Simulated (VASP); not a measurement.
## Hf: relaxation of cell and atoms with PBEsol-based screened hybrid with 25 % exact exchange

Hf:

```
CELL_PARAMETERS angstrom
0.00000 2.22000 2.22000
2.22000 0.00000 2.22000
2.22000 2.22000 0.00000
ATOMIC_POSITIONS crystal
Hf 0.00000 0.00000 0.00000
```

This isn't the form of Hf at room conditions, which is hcp.

```
Program                            : VASP 6.6.1
Task                               : relaxation of cell and atoms
Functional                         : PBEsol-based screened hybrid with 25 % exact exchange
Potentials or basis                : VASP PAW PBE potentials, release 64 (Hf_pv)
Cutoff                             : 600 eV
k mesh                             : 5 × 5 × 5
Occupations                        : fermi-dirac, width 0.05 eV
Spin                               : no spin polarisation
Dipole correction                  : no
Grid for exact exchange (PRECFOCK) : Normal
Share of exact exchange            : 0.25
Further INCAR settings             : ALGO = Normal; EDIFF = 1e-06; IBRION = 2; EDIFFG = -0.01; NSW = 60; ISIF = 3
Screening parameter                : 0.207 1/Å
```

```yaml
Relaxed_volume: 21.66 Å³/atom
Relaxed_cell: a = 3.129 Å, b = 3.129 Å, c = 3.129 Å, α = 60.00°, β = 60.00°, γ = 60.00°
Space_group_after_relaxing_to_0.1_Å: Fm-3m (No. 225)
Energy_gained_by_relaxing: 0.8 meV/atom
Ionic_steps: 3
Pressure_after_relaxing: 0.0 GPa
Band_gap_on_the_k_mesh: zero (bands 5 and 6 overlap by 2.38 eV)
```

The path:
| step | energy change (eV) | largest force (eV/Å) | pressure (GPa) | volume (Å³) |
| --- | --- | --- | --- | --- |
| 1 | 0.0000 | 0.0000 | -1.18 | 21.88 |
| 2 | 0.0005 | 0.0000 | 1.51 | 21.38 |
| 3 | -0.0008 | 0.0000 | 0.01 | 21.66 |

Final structure:
```cif
data_structure
_symmetry_space_group_name_H-M 'P 1'
_symmetry_Int_Tables_number 1
_cell_length_a 3.1289
_cell_length_b 3.1289
_cell_length_c 3.1289
_cell_angle_alpha 60.000
_cell_angle_beta 60.000
_cell_angle_gamma 60.000
_cell_volume 21.66
loop_
_atom_site_label
_atom_site_type_symbol
_atom_site_fract_x
_atom_site_fract_y
_atom_site_fract_z
_atom_site_occupancy
Hf1 Hf 0.00000 0.00000 0.00000 1
```

Levels at points of the mesh, in eV from the Fermi level:
| k point | band 3 | band 4 | band 5 | band 6 | band 7 | band 8 |
| --- | --- | --- | --- | --- | --- | --- |
| (0.00, 0.00, 0.00) | -31.91 | -8.17 | 2.17 | 2.17 | 2.17 | 5.37 |

Wall time 9.8 min on 1 thread of Intel(R) Xeon(R) Platinum 8375C CPU @ 2.90GHz (Ice Lake), on a shared host, peak memory 0.27 GiB.

Caveat: the k points lie up to 0.49 Å⁻¹ apart in the final cell, too coarse for converged energies and pressures of a metal; the PAW data sets were made with another functional, which shifts forces and pressure a little; spin-orbit coupling is left out, which moves the levels of the heavy elements.
